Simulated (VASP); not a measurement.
Input of a VASP 6.6.1 run:

File INCAR:

```
SYSTEM = AlN
  PREC = Accurate
  ENCUT = 520
  EDIFF = 1E-8
  ISMEAR = 0
  SIGMA = 0.01
  LREAL = .False.
  LASPH = .True.
  NELM = 60
  ALGO = Normal
  ISIF = 2
  LWAVE = .False.
  LCHARG = .False.
  METAGGA = R2SCAN
  LMIXTAU = .True.
  IBRION = 6
  NFREE = 2
  POTIM = 0.015
  NSW = 1
```

KPOINTS

```
regular mesh
0
Gamma
  10 10 10
  0 0 0
```

The input POSCAR:

```
AlN
1.0
    0.0000000000      2.1957701173      2.1957701173
    2.1957701173      0.0000000000      2.1957701173
    2.1957701173      2.1957701173      0.0000000000
Al N
1 1
Direct
    0.0000000000      0.0000000000      0.0000000000
    0.2500000000      0.2500000000      0.2500000000
```

Potentials or basis: VASP PAW PBE potentials, release 64 (Al, N).

The run is started by

```console
$ cat potpaw_PBE.64/Al/POTCAR potpaw_PBE.64/N/POTCAR > POTCAR
$ mpirun -np 1 vasp_std > vasp.out
```

(1) Estimate the highest phonon frequency at Γ, LO-TO splitting left out.

Results:

(1) 652 cm⁻¹.

Caveat: the cell stands under pressure or tension, which shifts response properties.
